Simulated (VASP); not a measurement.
**Sn: single point with BLYP+D3(BJ)**

Crystal: Sn.

```
CELL_PARAMETERS angstrom
-1.71502 1.71498 2.34915
1.71502 -1.71498 2.34915
1.71502 1.71498 -2.34915
ATOMIC_POSITIONS crystal
Sn 0.00000 0.00000 0.00000
```

```yaml
Program: VASP 6.6.1
Task: single point
Functional: BLYP
Dispersion: D3(BJ)
Potentials_or_basis: VASP PAW PBE potentials, release 64 (Sn_d)
Cutoff: 520 eV
k_mesh: 11 × 11 × 11
Occupations: fermi-dirac, width 0.05 eV
Spin: no spin polarisation
```

```yaml
Pressure: 0.0 GPa
Band_gap_on_the_k_mesh: zero (bands 7 and 8 overlap by 9.06 eV)
Dispersion_energy_per_atom: -0.903 eV
```

Levels at points of the mesh, in eV from the Fermi level:
```tsv
k point	band 4	band 5	band 6	band 7	band 8	band 9	band 10	band 11
(0.00, 0.00, 0.00)	-21.49	-21.46	-11.03	7.31	7.35	7.35	10.92	11.81
```

Wall time 68 s on 1 thread of Intel(R) Xeon(R) Platinum 8259CL CPU @ 2.50GHz (Skylake/Cascade Lake) (shared host), peak memory 0.22 GiB.

Caveat: the PAW data sets were made with another functional, which shifts forces and pressure a little; spin-orbit coupling is left out, which moves the levels of the heavy elements.
